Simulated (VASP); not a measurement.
BaZrO3, 5 atoms in the cell. Symmetry: Pm-3m, No. 221, cubic system. The conventional cell has a = 4.147 Å, b = 4.147 Å, c = 4.147 Å, α = 90.00°, β = 90.00°, γ = 90.00°. Ba (site symmetry m-3m) has 12 O at 2.93 Å and 8 Zr at 3.59 Å within 3.9 Å. Zr (site symmetry m-3m) has 6 O at 2.07 Å within 2.7 Å. O (site symmetry 4/mmm) has 2 Zr at 2.07 Å within 2.7 Å. 

| Quantity | Value |
| --- | --- |
| Program | VASP 6.6.1 |
| Task | single point |
| Functional | LDA |
| Potentials or basis | VASP PAW LDA potentials, release 64 (Ba_sv, Zr_sv, O) |
| Cutoff | 520 eV |
| k mesh | 6 × 6 × 6 |
| Occupations | fermi-dirac, width 0.02 eV |
| Spin | no spin polarisation |
| Dipole correction | no |
| Further INCAR settings | ALGO = Normal; EDIFF = 1e-06; NBANDS = 28 |

Potentials or basis: VASP PAW LDA potentials, release 64 (Ba_sv, Zr_sv, O).

Command:

```console
$ cat potpaw_LDA.64/Ba_sv/POTCAR potpaw_LDA.64/Zr_sv/POTCAR potpaw_LDA.64/O/POTCAR > POTCAR
$ mpirun -np 1 vasp_std > vasp.out
```

Hardware: 1 thread of Intel(R) Xeon(R) 6975P-C (Granite Rapids), on a shared host.

Q: Estimate the wall time of this run.

A: It took 14 s on 1 thread of Intel(R) Xeon(R) 6975P-C (Granite Rapids), with other jobs on the host, peak memory 0.18 GiB. Counts: scf iterations 14, k points 20.
